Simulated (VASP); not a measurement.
# Ta: single point with PBE

Crystal: Ta.

```
Ta
1.0
    -1.56654    1.65238    1.65238
     1.65238   -1.56654    1.65238
     1.65238    1.65238   -1.56654
Ta
1
Direct
  0.00000 0.00000 0.00000
```

This cell differs from its parent crystal: ratio of the length along [111] to the lengths across it x 1.08, volume and fractional coordinates fixed.

| Item | Value |
| --- | --- |
| Program | VASP 6.6.1 |
| Task | single point |
| Functional | PBE |
| Potentials or basis | VASP PAW PBE potentials, release 64 (Ta_pv) |
| Cutoff | 520 eV |
| k mesh | 22 × 22 × 22 |
| Occupations | gaussian, width 0.15 eV |
| Spin | no spin polarisation |

- Pressure: 3.7 GPa

Stress tensor (GPa, compression positive):
```
 3.67 -3.62 -3.62
-3.62  3.67 -3.62
-3.62 -3.62  3.67
```

Levels at points of the mesh, in eV from the Fermi level:
| k point | band 3 | band 4 | band 5 | band 6 | band 7 | band 8 | band 9 | band 10 |
| --- | --- | --- | --- | --- | --- | --- | --- | --- |
| (0.00, 0.00, 0.00) | -32.99 | -7.91 | 0.22 | 0.22 | 1.58 | 4.17 | 4.17 | 14.58 |
| (0.50, 0.00, 0.00) | -33.00 | -4.42 | -1.65 | 1.23 | 4.25 | 5.25 | 7.25 | 11.42 |
| (0.50, 0.50, 0.00) | -33.07 | -4.33 | -1.50 | 2.00 | 3.69 | 4.54 | 8.15 | 11.43 |
| (0.50, 0.50, 0.50) | -33.75 | -3.80 | -3.80 | 5.64 | 7.40 | 7.40 | 8.17 | 8.98 |

It took 3.1 min on 1 thread of AMD EPYC 7R13 Processor (Zen 3), on a shared host, peak memory 0.29 GiB.

Caveat: spin-orbit coupling is left out, which moves the levels of the heavy elements.
